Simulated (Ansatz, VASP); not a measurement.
## Two plane-wave programs on Yb

```
Yb
1.0
     3.38756    0.00000    0.00000
     0.00000    3.38756    0.00000
     0.00000    0.00000    3.38756
Yb
1
Cartesian
  0.0000 0.0000 0.0000
```

Alike in both runs: task electric field gradients; functional PBE; k mesh 10 × 10 × 10; occupations fermi-dirac, width 0.05 eV; no spin polarisation.

|  | VASP | Ansatz |
| --- | --- | --- |
| version | VASP 6.6.1 | Ansatz 0.2.0 |
| potentials or method | VASP PAW PBE potentials, release 64 (Yb) | PAW with Ansatz's default frozen-core files, scalar-relativistic |
| plane-wave cutoff (eV) | 520 | 420 |
| valence electrons in the cell | 24 | 24 |

|  | VASP | Ansatz | Ansatz less VASP |
| --- | --- | --- | --- |
| pressure (GPa) | -0.4 | 0.0 | +0.35 |

Spin-orbit coupling is off throughout.
